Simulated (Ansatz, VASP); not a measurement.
One calculation of ZnSe, two programs

File INCAR:

```
PREC = Accurate ; ENCUT = 600
EDIFF = 1E-7 ; ISMEAR = 0
SIGMA = 0.01 ; LREAL = F
LASPH = T ; NELM = 100
ALGO = Normal ; ISIF = 3
LWAVE = F ; LCHARG = F
GGA = PS ; IBRION = 2
NSW = 80 ; EDIFFG = -0.001
```

KPOINTS

```
regular mesh
0
Gamma
  8 8 8
```

File POSCAR:

```
ZnSe
1.0
    0.0000000000      2.8166002266      2.8166002266
    2.8166002266      0.0000000000      2.8166002266
    2.8166002266      2.8166002266      0.0000000000
Zn Se
1 1
Direct
    0.0000000000      0.0000000000      0.0000000000
    0.7500000000      0.7500000000      0.7500000000
```

Input for Ansatz:

```yaml
crystal:
  lattice:
    - [0.0, 2.8166002601, 2.8166002601]
    - [2.8166002601, 0.0, 2.8166002601]
    - [2.8166002601, 2.8166002601, 0.0]
  atoms:
    - { symbol: Zn, position: [0.0, 0.0, 0.0] }
    - { symbol: Se, position: [0.25, 0.25, 0.25] }
basis:
  ecutwfc: 420
kpoints:
  mp_grid: { grid: [8, 8, 8] }
hamiltonian:
  xc: pbesol
scf:
  occupations: { method: fixed }
output:
  forces: true
  stress: true
  eigenvalues: true
  write_density: true
  write_potential: true
  elf: true
  volumetric_format: npy
relax:
  adjacent_minimum: "off"
  f_tol: 0.001
  max_steps: 60
  cell: { stress_tol: 0.01 }
```

Alike in both runs: task relaxation of cell and atoms; functional PBEsol; k mesh 8 × 8 × 8; no spin polarisation.

|  | VASP | Ansatz |
| --- | --- | --- |
| version | VASP 6.6.1 | Ansatz 0.2.0 |
| potentials or method | VASP PAW PBE potentials, release 64 (Zn, Se), cutoff 600 eV | scalar-relativistic, plane waves, PAW |
| occupations | gaussian, width 0.01 eV | fixed |
| valence electrons in the cell | 18 | 28 |

Ansatz gave:

```
gap on the k mesh at the Fermi level, each at its own relaxed structure (eV) : 1.24
relaxed volume (Å³/atom)                                                     : 22.34
relaxed cell length with the largest relative difference (Å)                 : 3.983
```

**Question.** What did VASP give for the same quantities?

**Answer.** gap on the k mesh at the Fermi level, each at its own relaxed structure (eV): 1.23; relaxed volume (Å³/atom): 22.43; relaxed cell length with the largest relative difference (Å): 3.988.

VASP's potentials were made for PBE, not for PBEsol. VASP's potentials hold 18 valence electrons a cell and Ansatz's 28, so a difference there can come from the potentials and not from the codes.
